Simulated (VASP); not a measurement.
Runs of VASP 6.6.1 on KI. The structure is that of space group P-6m2 (No. 187), or close to it. The cells are those of the table. 

| task | cell | k mesh | cutoff (eV) | smearing | gap on the mesh (eV) | pressure (GPa) | relaxed volume (Å³/atom) |
| --- | --- | --- | --- | --- | --- | --- | --- |
| single point | a = 4.892, b = 4.892, c = 4.498 Å, angles 90.0, 90.0, 120.0°, 2 atoms | 6 × 6 × 6 | 520 | gaussian 0.02 eV | 3.63 | 0.0 | - |
| relaxation of cell and atoms | relaxed from a = 4.892, b = 4.892, c = 4.498 Å, angles 90.0, 90.0, 120.0°, 2 atoms | 6 × 6 × 6 | 600 | gaussian 0.02 eV | 3.62 | 0.0 | 46.83 |
| relaxation of cell and atoms | relaxed from a = 4.644, b = 4.644, c = 4.529 Å, angles 90.0, 90.0, 120.0°, 2 atoms | 6 × 6 × 6 | 600 | gaussian 0.02 eV | 3.62 | 0.0 | (a) |
| single point | a = 4.644, b = 4.644, c = 4.529 Å, angles 90.0, 90.0, 120.0°, 2 atoms | 6 × 6 × 4 | 520 | gaussian 0.1 eV | (b) | 1.2 | - |

Alike in all rows: level PBE; potentials or basis VASP PAW PBE potentials, release 64 (K_sv, I); no spin polarisation.

**Question.** Estimate the missing entries.

**Answer.** (a) 46.79; (b) 3.69.

Caveats: spin-orbit coupling is left out, which moves the levels of the heavy elements.

A k mesh can miss the band edges, and the runs leave out spin-orbit coupling on I.
